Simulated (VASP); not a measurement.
# Ir (I4_1/amd) in VASP: a series of runs

The runs below take Ir through single point, with PBE.

Program: VASP 6.6.1. These are calculated values, not measurements. Logs are shortened: lines on timing, memory, paths and dates and some standing lists are left out, and cuts for length are marked.

### 1 The cell of the first run

Symmetry: I4_1/amd, No. 141, tetragonal system. The conventional cell has a = 4.137 Å, b = 4.137 Å, c = 2.274 Å, α = 90.00°, β = 90.00°, γ = 90.00°. Ir (site symmetry -4m2) has 10 Ir at 2.15 to 2.68 Å within 2.8 Å.

### 2 Single point, PBE

INCAR

```
PREC     = Accurate       # precision mode
ENCUT    = 520            # plane-wave cutoff, eV
EDIFF    = 1E-7           # SCF threshold, eV
ISMEAR   = -1             # smearing method
SIGMA    = 0.05           # smearing width, eV
LREAL    = F              # projectors in reciprocal space
LASPH    = T              # aspherical terms in the spheres
NELM     = 100            # most SCF steps
ALGO     = Normal         # electronic algorithm
ISIF     = 2              # what is computed and relaxed
LWAVE    = F              # write WAVECAR
LCHARG   = F              # write CHGCAR
GGA      = PE             # functional
NBANDS   = 16             # bands
```

KPOINTS

```
Automatic mesh
0
Gamma
  18 18 18
```

POSCAR

```
Ir
1.0
   -2.0687231187      2.0687231187      1.1367996471
    2.0687231187     -2.0687231187      1.1367996471
    2.0687231187      2.0687231187     -1.1367996471
Ir
2
Direct
   -0.3750000000     -0.1250000000     -0.2500000000
    0.3750000000      0.1250000000      0.2500000000
```

Potentials or basis: VASP PAW PBE potentials, release 64 (Ir).

Run with:

```
cat potpaw_PBE.64/Ir/POTCAR > POTCAR
mpirun -np 1 vasp_std > vasp.out
```

OUTCAR:

```text
PREC = Accurate
   ENCUT = 520
   EDIFF = 1E-7
   ISMEAR = -1
   LREAL = F
   LASPH = T
   NELM = 100
   ISIF = 2
   GGA = PE

 ion  position               nearest neighbor table
   1  0.625  0.875  0.750-   2 2.15   2 2.15   2 2.15   2 2.15   2 2.68   2 2.68   2 2.68   2 2.68

   2  0.375  0.125  0.250-   1 2.15   1 2.15   1 2.15   1 2.15   1 2.68   1 2.68   1 2.68   1 2.68

  LATTYP: Found a body centered tetragonal cell.
 ALAT       =     4.1374462374
 C/A-ratio  =     0.5495175439

  Lattice vectors:

 A1 = (  -2.0687231187,   2.0687231187,   1.1367996471)
 A2 = (   2.0687231187,  -2.0687231187,   1.1367996471)
 A3 = (   2.0687231187,   2.0687231187,  -1.1367996471)

Analysis of symmetry for initial positions (statically):
=====================================================================
 Subroutine PRICEL returns:
 Original cell was already a primitive cell.

 Routine SETGRP: Setting up the symmetry group for a
 body centered tetragonal supercell.

 Subroutine GETGRP returns: Found 16 space group operations
 (whereof  4 operations were pure point group operations)
 out of a pool of 16 trial point group operations.

The static configuration has the point symmetry C_2h.
 The point group associated with its full space group is D_4h.

Analysis of symmetry for dynamics (positions and initial velocities):
=====================================================================
 Subroutine PRICEL returns:
 Original cell was already a primitive cell.

 Routine SETGRP: Setting up the symmetry group for a
 body centered tetragonal supercell.

 Subroutine GETGRP returns: Found 16 space group operations
 (whereof  4 operations were pure point group operations)
 out of a pool of 16 trial point group operations.

The dynamic configuration has the point symmetry C_2h.
 The point group associated with its full space group is D_4h.

 Subroutine INISYM returns: Found 16 space group operations
 (whereof  4 operations are pure point group operations),
 and found     1 'primitive' translations

----------------------------------------------------------------------------------------

                                     Primitive cell

  volume of cell :      19.4603

  direct lattice vectors                    reciprocal lattice vectors
    -2.068723119  2.068723119  1.136799647     0.000000000  0.241694983  0.439831241
     2.068723119 -2.068723119  1.136799647     0.241694983  0.000000000  0.439831241
     2.068723119  2.068723119 -1.136799647     0.241694983  0.241694983  0.000000000

  length of vectors
     3.138716955  3.138716955  3.138716955     0.501864510  0.501864510  0.341808324

  position of ions in fractional coordinates (direct lattice)
     0.625000000  0.875000000  0.750000000
     0.375000000  0.125000000  0.250000000

  ion indices of the primitive-cell ions
   primitive index   ion index
                 1           1
                 2           2

----------------------------------------------------------------------------------------

 KPOINTS: Automatic mesh

Automatic generation of k-mesh.
 Grid dimensions read from file:
 generate k-points for:   18   18   18

 Generating k-lattice:

  Cartesian coordinates                     Fractional coordinates (reciprocal lattice)
     0.000000000  0.013427499  0.024435069     0.055555556  0.000000000  0.000000000
     0.013427499  0.000000000  0.024435069     0.000000000  0.055555556  0.000000000
     0.013427499  0.013427499  0.000000000     0.000000000  0.000000000  0.055555556

  Length of vectors
     0.027881362  0.027881362  0.018989351

  Shift w.r.t. Gamma in fractional coordinates (k-lattice)
     0.000000000  0.000000000  0.000000000

 Subroutine IBZKPT returns following result:
 ===========================================

 Found    480 irreducible k-points:

 Following reciprocal coordinates:
            Coordinates               Weight
  0.000000  0.000000  0.000000      1.000000
  0.055556  0.000000  0.000000      8.000000
  0.111111  0.000000  0.000000      8.000000
  0.166667  0.000000  0.000000      8.000000
  0.222222  0.000000  0.000000      8.000000
  0.277778 -0.000000  0.000000      8.000000
[... 16 lines left out ...]
 -0.277778  0.055556 -0.000000     16.000000
 -0.222222  0.055556  0.000000     16.000000
 [... further k-points ...]
   k-points           NKPTS =    480   k-points in BZ     NKDIM =    480   number of bands    NBANDS=     16
   number of dos      NEDOS =    301   number of ions     NIONS =      2
   total plane-waves  NPLWV =  13824
   dimension x,y,z NGX =    24 NGY =   24 NGZ =   24
   dimension x,y,z NGXF=    48 NGYF=   48 NGZF=   48
   ions per type =               2
   NGX,Y,Z   is equivalent  to a cutoff of  12.71, 12.71, 12.71 a.u.
   NGXF,Y,Z  is equivalent  to a cutoff of  25.42, 25.42, 25.42 a.u.
 SYSTEM =  unknown system
   PREC   = accura    normal or accurate (medium, high low for compatibility)
   ISTART =      0    job   : 0-new  1-cont  2-samecut
   ICHARG =      2    charge: 1-file 2-atom 10-const
   ISPIN  =      1    spin polarized calculation?
   LNONCOLLINEAR =      F non collinear calculations
   LSORBIT =      F    spin-orbit coupling
   LASPH  =      T    aspherical Exc in radial PAW
   ENCUT  =  520.0 eV  38.22 Ry    6.18 a.u.   5.84  5.84  5.84*2*pi/ulx,y,z
   NELM   =    100;   NELMIN=  2; NELMDL= -5     # of ELM steps
   EDIFF  = 0.1E-06   stopping-criterion for ELM
   LREAL  =      F    real-space projection
   EDIFFG = 0.1E-05   stopping-criterion for IOM
   NSW    =      0    number of steps for IOM
   IBRION =     -1    ionic relax: 0-MD 1-quasi-New 2-CG
   NFREE  =      0    steps in history (QN), initial steepest desc. (CG)
   ISIF   =      2    stress and relaxation
   ISYM   =      2    0-nonsym 1-usesym 2-fastsym
   POTIM  = 0.5000    time-step for ionic-motion
   TEBEG  =    0.0;   TEEND  =   0.0 temperature during run
   PSTRESS=    0.0 pullay stress
   NELECT =      18.0000    total number of electrons
   NUPDOWN=      -1.0000    fix difference up-down
   EMIN   =  10.00;   EMAX   =-10.00  energy-range for DOS
   EFERMI =   0.00;   METHOD = LEGACY
   ISMEAR =    -1;   SIGMA  =   0.05  broadening in eV -4-tet -1-fermi 0-gaus
   EFERMI_NEDOS =   21; number of points for ismear=-14 and -15
   IALGO  =     38    algorithm
   IMIX   =      4    mixing-type and parameters
     AMIX     =   0.40;   BMIX     =  1.00
     AMIX_MAG =   1.60;   BMIX_MAG =  1.00
  volume/ion in A,a.u.               =       9.73        65.66
  Fermi-wavevector in a.u.,A,eV,Ry     =   1.595081  3.014266 34.617083  2.544284
  Thomas-Fermi vector in A             =   2.693055
   LORBIT       =      0    0 simple, 1 ext, 2 COOP (PROOUT), +10 PAW based schemes
   GGA     = PE    functional components
   LHFCALC =     F    Hartree Fock is set to
   AEXX    =    0.0000 exact exchange contribution
   IVDW    =     0    specifies the selected vdW correction
   LEPSILON=     F    determine dielectric tensor
   LRPA    =     F    only Hartree local field effects (RPA)
 non-spin polarized calculation
  energy-cutoff  :      520.00
  volume of cell :       19.46
 maximum number of plane-waves:       538
   NGX = 11   NGY = 11   NGZ = 11

 number of electron      17.9999999 magnetization

 Free energy of the ion-electron system (eV)
  ---------------------------------------------------
  ext. energy  EPLUGINS =         0.00000000
  ---------------------------------------------------
  free energy    TOTEN  =        -4.51344140 eV

  energy without entropy =       -4.50420205  energy(sigma->0) =       -4.50882172

 E-fermi :  17.8809     XC(G=0): -16.1803

 val. band max:       17.8798430583   @ k =  -0.1111  -0.4444   0.0556
 cond. band min:      17.8809133963   @ k =  -0.2222   0.3889   0.1667
 fundamental gap:      0.0010703380
 Fermi energy:        17.8808910837

 k-point     1 :       0.0000    0.0000    0.0000
  band No.  band energies     occupation
      1       2.9942      2.00000
      2       4.0300      2.00000
      3       6.7148      2.00000
      4       7.9073      2.00000
      5       9.0722      2.00000
      6      15.6636      2.00000
[... 8 lines left out ...]
     15      36.7141      0.00000
     16      40.7187      0.00000

 k-point     2 :       0.0556    0.0000    0.0000
  band No.  band energies     occupation
      1       3.2050      2.00000
      2       4.1407      2.00000
      3       6.7705      2.00000
      4       8.1705      2.00000
      5       9.2236      2.00000
      6      14.3182      2.00000
[... 8 lines left out ...]
     15      37.1260      0.00000
     16      40.4580      0.00000

 k-point     3 :       0.1111    0.0000    0.0000
  band No.  band energies     occupation
      1       3.8015      2.00000
      2       4.4640      2.00000
      3       6.9498      2.00000
      4       8.8733      2.00000
      5       9.6404      2.00000
      6      12.7963      2.00000
[... 8 lines left out ...]
     15      38.2652      0.00000
     16      39.6517      0.00000

 k-point     4 :       0.1667    0.0000    0.0000
  band No.  band energies     occupation
      1       4.6711      2.00000
      2       4.9678      2.00000
      3       7.2056      2.00000
      4       9.5782      2.00000
      5      10.3670      2.00000
      6      11.3792      2.00000
[... 8 lines left out ...]
     15      38.3365      0.00000
     16      39.2502      0.00000
[... 324 lines left out ...]
 k-point    22 :      -0.3333    0.0556    0.0000
  band No.  band energies     occupation
      1       6.1746      2.00000
      2       6.3796      2.00000
      3       7.5480      2.00000
      4       9.8485      2.00000
      5      10.5904      2.00000
      6      11.9127      2.00000
[... 8 lines left out ...]
     15      36.6220      0.00000
     16      36.9473      0.00000

 k-point    23 :      -0.2778    0.0556   -0.0000
  band No.  band energies     occupation
      1       5.8072      2.00000
      2       5.8803      2.00000
      3       7.4511      2.00000
      4       9.8465      2.00000
      5      10.4163      2.00000
      6      11.4979      2.00000
[... 8 lines left out ...]
     15      36.6687      0.00000
     16      37.3139      0.00000

 k-point    24 :      -0.2222    0.0556    0.0000
  band No.  band energies     occupation
      1       4.9662      2.00000
      2       5.2388      2.00000
      3       7.3764      2.00000
      4       9.3490      2.00000
      5      10.1212      2.00000
      6      11.7414      2.00000
[... 8 lines left out ...]
     15      37.9058      0.00000
     16      38.5898      0.00000

 [... further k-points ...]
[... 5 lines left out ...]
  --------------------------------------------------------------------------------------
  -------------------------------------------------------------------------------------
  Total       56.4344957     56.4344957     57.9364980     -0.0000000      0.0000000     -0.0000000
  in kB     4646.2927877   4646.2927877   4769.9537209     -0.0000000      0.0000000     -0.0000000
  external PRESSURE =    4687.5130988 kB  Pullay stress =       0.0000000 kB

 VOLUME and BASIS-vectors are now :
 -----------------------------------------------------------------------------
  energy-cutoff  :      520.00
  volume of cell :       19.46
      direct lattice vectors                 reciprocal lattice vectors
    -2.068723119  2.068723119  1.136799647     0.000000000  0.241694983  0.439831241
     2.068723119 -2.068723119  1.136799647     0.241694983  0.000000000  0.439831241
     2.068723119  2.068723119 -1.136799647     0.241694983  0.241694983  0.000000000

 POSITION                                       TOTAL-FORCE (eV/Angst)
 -----------------------------------------------------------------------------------
      2.06872      1.03436      0.85260         0.000000      0.000000      0.000000
     -0.00000      1.03436      0.28420        -0.000000     -0.000000     -0.000000
 -----------------------------------------------------------------------------------
    total drift:                               -0.000000      0.000000      0.000000

  FREE ENERGIE OF THE ION-ELECTRON SYSTEM (eV)
  ---------------------------------------------------
  free  energy   TOTEN  =        -4.5134414021 eV

  energy  without entropy=       -4.5042020466  energy(sigma->0) =       -4.50882172
```

Run time: 5.1 min. Hardware: 1 thread of AMD EPYC 7R13, shared host; peak memory 0.22 GiB.

Results:

```
Free energy            : -4.5134 eV
Pressure               : 468.8 GPa
Band gap on the k mesh : zero (band 9 reaches 21.26 eV, above the bottom of band 10 at 15.71 eV)
```

Levels at points of the mesh, in eV from the Fermi level:
```csv
k point,band 7,band 8,band 9,band 10,band 11,band 12
"(0.00, 0.00, 0.00)",-2.22,-2.07,-2.07,3.51,6.12,7.53
"(0.50, 0.00, 0.00)",-2.32,-1.75,1.31,1.36,6.32,10.53
"(0.50, 0.50, 0.00)",-3.18,-3.18,0.24,0.24,1.06,1.06
"(0.50, 0.50, 0.50)",-2.71,-2.71,-0.98,-0.98,-0.47,-0.47
```

Caveat: spin-orbit coupling is left out, which moves the levels of the heavy elements.

### 3 Single point, PBE

INCAR

```
SYSTEM = Ir
PREC = Accurate
ENCUT = 520
EDIFF = 1E-6
ISMEAR = -1
SIGMA = 0.05
LREAL = .False.
LASPH = .True.
NELM = 60
ALGO = Normal
ISIF = 2
LWAVE = .False.
LCHARG = .True.
GGA = PE
LELF = .True.
LVHAR = .True.
NBANDS = 16
```

KPOINTS

```
regular mesh
0
Gamma
  18 18 18
  0 0 0
```

POSCAR is that of step 2.

Potentials or basis: VASP PAW PBE potentials, release 64 (Ir).

Run with:

```
cat potpaw_PBE.64/Ir/POTCAR > POTCAR
mpirun -np 1 vasp_std > vasp.out
```

It took 4.8 min on 1 thread of AMD EPYC 7R13, shared host; peak memory 0.22 GiB.

The run converged. Its results:

- Free energy: -4.5134 eV
- Pressure: 468.7 GPa
- Band gap on the k mesh: zero (band 9 reaches 21.26 eV, above the bottom of band 10 at 15.71 eV)

Stress tensor (GPa, compression positive):
```
464.63   0.00   0.00
  0.00 464.63   0.00
  0.00   0.00 476.99
```

Levels at points of the mesh, in eV from the Fermi level:
```tsv
k point	band 5	band 6	band 7	band 8	band 9	band 10	band 11	band 12	band 13	band 14
(0.00, 0.00, 0.00)	-8.81	-2.22	-2.22	-2.07	-2.07	3.51	6.12	7.53	7.53	18.83
(0.50, 0.00, 0.00)	-5.84	-4.46	-2.32	-1.75	1.31	1.36	6.32	10.53	10.84	11.63
(0.50, 0.50, 0.00)	-6.41	-6.41	-3.18	-3.18	0.24	0.24	1.06	1.06	14.38	14.38
(0.50, 0.50, 0.50)	-3.20	-3.20	-2.71	-2.71	-0.98	-0.98	-0.47	-0.47	12.27	12.27
```

Caveat: spin-orbit coupling is left out, which moves the levels of the heavy elements.

### 4 Single point, PBE

This run uses another cell than the first one, of 11.03 Å³/atom, 1.133 times its volume.

INCAR

```
SYSTEM = Ir
ALGO = Normal
EDIFF = 1E-6
ENCUT = 520
GGA = PE
ISIF = 2
ISMEAR = -1
LASPH = .True.
LCHARG = .False.
LREAL = .False.
LWAVE = .False.
NBANDS = 16
NELM = 100
PREC = Accurate
SIGMA = 0.05
```

KPOINTS

```
k-points
0
Gamma
  18 18 18
  0 0 0
```

POSCAR

```
Ir
1.0
   -2.1541042379      2.1541042379      1.1882638853
    2.1541042379     -2.1541042379      1.1882638853
    2.1541042379      2.1541042379     -1.1882638853
Ir
2
Direct
   -0.3750000000     -0.1250000000     -0.2500000000
    0.3750000000      0.1250000000      0.2500000000
```

Run with:

```
cat potpaw_PBE.64/Ir/POTCAR > POTCAR
mpirun -np 1 vasp_std > vasp.out
```

Wall time 4.7 min (1 thread of AMD EPYC 7R13, shared host); peak memory 0.23 GiB.

The run converged. Its results:

| Quantity | Value |
| --- | --- |
| Free energy | -10.3411 eV |
| Pressure | 267.8 GPa |
| Band gap on the k mesh | zero (band 9 reaches 17.86 eV, above the bottom of band 10 at 13.21 eV) |

Stress tensor (GPa, compression positive):
```
266.21   0.00   0.00
  0.00 266.21   0.00
  0.00   0.00 270.94
```

Levels at points of the mesh, in eV from the Fermi level:
| k point | band 7 | band 8 | band 9 | band 10 | band 11 | band 12 |
| --- | --- | --- | --- | --- | --- | --- |
| (0.00, 0.00, 0.00) | -1.78 | -1.67 | -1.67 | 2.86 | 5.08 | 6.71 |
| (0.50, 0.00, 0.00) | -2.30 | -1.31 | 1.04 | 1.16 | 5.18 | 9.06 |
| (0.50, 0.50, 0.00) | -2.92 | -2.92 | 0.22 | 0.22 | 0.94 | 0.94 |
| (0.50, 0.50, 0.50) | -2.24 | -2.24 | -0.83 | -0.83 | -0.62 | -0.62 |

Caveat: spin-orbit coupling is left out, which moves the levels of the heavy elements.
